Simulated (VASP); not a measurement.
# SnSe (Fm-3m) in VASP: settings compared, part 2 of 2

VASP 6.6.1. Earlier steps stand in the parts before.

## 4. Single point, PBEsol

This run uses another cell than the first one, of 26.27 Å³/atom, 0.963 times its volume.

The input, INCAR:

```
PREC = Accurate
ENCUT = 520
EDIFF = 1E-6
ISMEAR = -1
SIGMA = 0.05
LREAL = F
LASPH = T
NELM = 60
ALGO = Normal
ISIF = 2
LWAVE = F
LCHARG = T
GGA = PS
LELF = T
LVHAR = T
NBANDS = 17
```

The input, KPOINTS:

```
regular mesh
0
Gamma
  8 8 8
```

The input, POSCAR:

```
SnSe
1.0
    0.0000000000      2.9727538142      2.9727538142
    2.9727538142      0.0000000000      2.9727538142
    2.9727538142      2.9727538142      0.0000000000
Sn Se
1 1
Direct
    0.0000000000      0.0000000000      0.0000000000
    0.5000000000      0.5000000000      0.5000000000
```

Potentials or basis: VASP PAW PBE potentials, release 64 (Sn_d, Se).

Command:

```
cat potpaw_PBE.64/Sn_d/POTCAR potpaw_PBE.64/Se/POTCAR > POTCAR
mpirun -np 1 vasp_std > vasp.out
```

OUTCAR:

```text
PREC = Accurate
   ENCUT = 520
   EDIFF = 1E-6
   ISMEAR = -1
   LREAL = F
   LASPH = T
   NELM = 60
   ISIF = 2
   GGA = PS

 ion  position               nearest neighbor table
   1  0.000  0.000  0.000-   2 2.97   2 2.97   2 2.97   2 2.97   2 2.97   2 2.97
   2  0.500  0.500  0.500-   1 2.97   1 2.97   1 2.97   1 2.97   1 2.97   1 2.97

  LATTYP: Found a face centered cubic cell.
 ALAT       =     5.9455076284

  Lattice vectors:

 A1 = (   0.0000000000,   2.9727538142,   2.9727538142)
[... 189 lines left out ...]
      5     -15.6168      2.00000
      6      -8.2758      2.00000
[... 457 lines left out ...]
      4     -15.6064      2.00000
      5     -15.6001      2.00000
      6      -7.0856      2.00000
[... 9 lines left out ...]
     16      16.6909      0.00000
     17      16.7856      0.00000

 [... further k-points ...]
[... 5 lines left out ...]
  --------------------------------------------------------------------------------------
  -------------------------------------------------------------------------------------
  Total        0.0050715      0.0050715      0.0050715     -0.0000000     -0.0000000      0.0000000
  in kB        0.1546475      0.1546475      0.1546475     -0.0000000     -0.0000000      0.0000000
  external PRESSURE =       0.1546475 kB  Pullay stress =       0.0000000 kB

 VOLUME and BASIS-vectors are now :
 -----------------------------------------------------------------------------
  energy-cutoff  :      520.00
  volume of cell :       52.54
      direct lattice vectors                 reciprocal lattice vectors
     0.000000000  2.972753814  2.972753814    -0.168194217  0.168194217  0.168194217
     2.972753814  0.000000000  2.972753814     0.168194217 -0.168194217  0.168194217
     2.972753814  2.972753814  0.000000000     0.168194217  0.168194217 -0.168194217

 POSITION                                       TOTAL-FORCE (eV/Angst)
 -----------------------------------------------------------------------------------
      0.00000      0.00000      0.00000        -0.000000     -0.000000     -0.000000
      2.97275      2.97275      2.97275         0.000000      0.000000      0.000000
 -----------------------------------------------------------------------------------
    total drift:                                0.000000     -0.000000     -0.000000

  FREE ENERGIE OF THE ION-ELECTRON SYSTEM (eV)
  ---------------------------------------------------
  free  energy   TOTEN  =        -8.9856536062 eV

  energy  without entropy=       -8.9856176121  energy(sigma->0) =       -8.98563561
```

Wall time 20 s (1 thread of AMD EPYC 7R43 (Zen 3), shared host); peak memory 0.15 GiB.

What came out:

| Property | Result |
| --- | --- |
| Free energy | -8.9857 eV |
| Pressure | 0.0 GPa |
| Band gap on the k mesh | 0.75 eV, indirect (least direct gap 0.82 eV) |

Caveat: the PAW data sets were made with another functional, which shifts forces and pressure a little; spin-orbit coupling is left out, which moves the levels of the heavy elements. A k mesh can miss the band edges.

## 5. Single point, RPBE

The input, INCAR:

```
PREC = Accurate
ENCUT = 520
EDIFF = 1E-7
ISMEAR = -1
SIGMA = 0.05
LREAL = F
LASPH = T
NELM = 60
ALGO = Normal
ISIF = 2
LWAVE = F
LCHARG = F
GGA = RP
NBANDS = 17
```

The input, KPOINTS:

```
Automatic mesh
0
Gamma
  8 8 8
```

The input, POSCAR:

```
SnSe
1.0
    0.0000000000      3.0100000000      3.0100000000
    3.0100000000      0.0000000000      3.0100000000
    3.0100000000      3.0100000000      0.0000000000
Sn Se
1 1
Direct
    0.0000000000      0.0000000000      0.0000000000
    0.5000000000      0.5000000000      0.5000000000
```

Potentials or basis: VASP PAW PBE potentials, release 64 (Sn_d, Se).

Command:

```
cat potpaw_PBE.64/Sn_d/POTCAR potpaw_PBE.64/Se/POTCAR > POTCAR
mpirun -np 1 vasp_std > vasp.out
```

OUTCAR:

```text
PREC = Accurate
   ENCUT = 520
   EDIFF = 1E-7
   ISMEAR = -1
   LREAL = F
   LASPH = T
   NELM = 60
   ISIF = 2
   GGA = RP

 ion  position               nearest neighbor table
   1  0.000  0.000  0.000-   2 3.01   2 3.01   2 3.01   2 3.01   2 3.01   2 3.01
   2  0.500  0.500  0.500-   1 3.01   1 3.01   1 3.01   1 3.01   1 3.01   1 3.01

  LATTYP: Found a face centered cubic cell.
 ALAT       =     6.0200000000

  Lattice vectors:

 A1 = (   0.0000000000,   3.0100000000,   3.0100000000)
 A2 = (   3.0100000000,   0.0000000000,   3.0100000000)
 A3 = (   3.0100000000,   3.0100000000,   0.0000000000)

Analysis of symmetry for initial positions (statically):
=====================================================================
 Subroutine PRICEL returns:
 Original cell was already a primitive cell.

 Routine SETGRP: Setting up the symmetry group for a
 face centered cubic supercell.

 Subroutine GETGRP returns: Found 48 space group operations
[... 9 lines left out ...]

 Routine SETGRP: Setting up the symmetry group for a
 face centered cubic supercell.

 Subroutine GETGRP returns: Found 48 space group operations
[... 11 lines left out ...]
                                     Primitive cell

  volume of cell :      54.5418

  direct lattice vectors                    reciprocal lattice vectors
     0.000000000  3.010000000  3.010000000    -0.166112957  0.166112957  0.166112957
     3.010000000  0.000000000  3.010000000     0.166112957 -0.166112957  0.166112957
     3.010000000  3.010000000  0.000000000     0.166112957  0.166112957 -0.166112957

  length of vectors
     4.256782823  4.256782823  4.256782823     0.287716081  0.287716081  0.287716081

  position of ions in fractional coordinates (direct lattice)
     0.000000000  0.000000000  0.000000000
     0.500000000  0.500000000  0.500000000

  ion indices of the primitive-cell ions
   primitive index   ion index
                 1           1
[... 80 lines left out ...]
   ISYM   =      2    0-nonsym 1-usesym 2-fastsym
   POTIM  = 0.5000    time-step for ionic-motion
   TEBEG  =    0.0;   TEEND  =   0.0 temperature during run
   PSTRESS=    0.0 pullay stress
   NELECT =      20.0000    total number of electrons
   NUPDOWN=      -1.0000    fix difference up-down
   EMIN   =  10.00;   EMAX   =-10.00  energy-range for DOS
   EFERMI =   0.00;   METHOD = LEGACY
   ISMEAR =    -1;   SIGMA  =   0.05  broadening in eV -4-tet -1-fermi 0-gaus
   EFERMI_NEDOS =   21; number of points for ismear=-14 and -15
   IALGO  =     38    algorithm
   IMIX   =      4    mixing-type and parameters
     AMIX     =   0.40;   BMIX     =  1.00
     AMIX_MAG =   1.60;   BMIX_MAG =  1.00
  volume/ion in A,a.u.               =      27.27       184.03
  Fermi-wavevector in a.u.,A,eV,Ry     =   1.171768  2.214321 18.681350  1.373040
  Thomas-Fermi vector in A             =   2.308207
   LORBIT       =      0    0 simple, 1 ext, 2 COOP (PROOUT), +10 PAW based schemes
   GGA     = RP    functional components
   LHFCALC =     F    Hartree Fock is set to
   AEXX    =    0.0000 exact exchange contribution
   IVDW    =     0    specifies the selected vdW correction
   LEPSILON=     F    determine dielectric tensor
   LRPA    =     F    only Hartree local field effects (RPA)
 non-spin polarized calculation
  energy-cutoff  :      520.00
  volume of cell :       54.54
 maximum number of plane-waves:      1480
   NGX = 15   NGY = 15   NGZ = 15

 number of electron      20.0000005 magnetization

 Free energy of the ion-electron system (eV)
  ---------------------------------------------------
  ext. energy  EPLUGINS =         0.00000000
  ---------------------------------------------------
  free energy    TOTEN  =        -7.51143837 eV

  energy without entropy =       -7.51137746  energy(sigma->0) =       -7.51140792

 E-fermi :   6.0286     XC(G=0):  -9.4750

 val. band max:        5.7682545030   @ k =   0.5000   0.0000   0.0000
 cond. band min:       6.3099286158   @ k =   0.5000   0.0000   0.0000
 fundamental gap:      0.5416741127
 Fermi energy:         6.0286253178

 k-point     1 :       0.0000    0.0000    0.0000
  band No.  band energies     occupation
      1     -15.9772      2.00000
      2     -15.9772      2.00000
      3     -15.9772      2.00000
      4     -15.9720      2.00000
      5     -15.9720      2.00000
      6      -8.1432      2.00000
[... 457 lines left out ...]
      4     -15.9681      2.00000
      5     -15.9630      2.00000
      6      -7.0669      2.00000
[... 9 lines left out ...]
     16      16.5425      0.00000
     17      16.5891      0.00000

 [... further k-points ...]
[... 5 lines left out ...]
  --------------------------------------------------------------------------------------
  -------------------------------------------------------------------------------------
  Total        0.8739653      0.8739653      0.8739653     -0.0000000      0.0000000      0.0000000
  in kB       25.6729201     25.6729201     25.6729201     -0.0000000      0.0000000      0.0000000
  external PRESSURE =      25.6729201 kB  Pullay stress =       0.0000000 kB

 VOLUME and BASIS-vectors are now :
 -----------------------------------------------------------------------------
  energy-cutoff  :      520.00
  volume of cell :       54.54
      direct lattice vectors                 reciprocal lattice vectors
     0.000000000  3.010000000  3.010000000    -0.166112957  0.166112957  0.166112957
     3.010000000  0.000000000  3.010000000     0.166112957 -0.166112957  0.166112957
     3.010000000  3.010000000  0.000000000     0.166112957  0.166112957 -0.166112957

 POSITION                                       TOTAL-FORCE (eV/Angst)
 -----------------------------------------------------------------------------------
      0.00000      0.00000      0.00000         0.000000     -0.000000      0.000000
      3.01000      3.01000      3.01000         0.000000      0.000000     -0.000000
 -----------------------------------------------------------------------------------
    total drift:                                0.000000     -0.000000     -0.000000

  FREE ENERGIE OF THE ION-ELECTRON SYSTEM (eV)
  ---------------------------------------------------
  free  energy   TOTEN  =        -7.5114383747 eV

  energy  without entropy=       -7.5113774621  energy(sigma->0) =       -7.51140792
```

Wall time 20 s (1 thread of AMD EPYC 7R43 (Zen 3), shared host); peak memory 0.15 GiB.

What came out:

```
Free energy            : -7.5114 eV
Pressure               : 2.6 GPa
Band gap on the k mesh : 0.54 eV, direct
```

Levels at points of the mesh, in eV from the valence-band top:
| k point | band 8 | band 9 | band 10 | band 11 | band 12 | band 13 |
| --- | --- | --- | --- | --- | --- | --- |
| (0.00, 0.00, 0.00) | -2.27 | -2.27 | -2.27 | 4.30 | 4.30 | 4.30 |
| (0.50, 0.00, 0.00) | -2.03 | -2.03 | 0.00 | 0.54 | 1.22 | 1.22 |
| (0.50, 0.50, 0.00) | -5.52 | -3.70 | -3.70 | 3.02 | 5.33 | 5.33 |

Caveat: the PAW data sets were made with another functional, which shifts forces and pressure a little; spin-orbit coupling is left out, which moves the levels of the heavy elements. A k mesh can miss the band edges.

## 6. The runs side by side

```csv
level,potentials or basis,cell,k mesh,grid for exact exchange (PRECFOCK),gap on the mesh (eV),pressure (GPa)
B3LYP,"VASP PAW PBE potentials, release 64 (Sn_d, Se)","a = 4.257 Å, angles 60.0°, 2 atoms",4 × 4 × 4,Normal,0.74,1.9
LDA,"VASP PAW LDA potentials, release 64 (Sn_d, Se)","a = 4.167 Å, angles 60.0°, 2 atoms",8 × 8 × 8,-,0.77,0.1
PBEsol,"VASP PAW PBE potentials, release 64 (Sn_d, Se)","a = 4.204 Å, angles 60.0°, 2 atoms",8 × 8 × 8,-,0.75,0.0
RPBE,"VASP PAW PBE potentials, release 64 (Sn_d, Se)","a = 4.257 Å, angles 60.0°, 2 atoms",8 × 8 × 8,-,0.54,2.6
```

Alike in all rows: task single point; no spin polarisation; cutoff (eV) 520; smearing fermi-dirac 0.05 eV.

Caveats: some runs use coarse meshes; spin-orbit coupling is left out, which moves the levels of the heavy elements; the PAW data sets were made with another functional, which shifts forces and pressure a little (some runs).

Absolute energies hang on the potentials; compare differences alone.
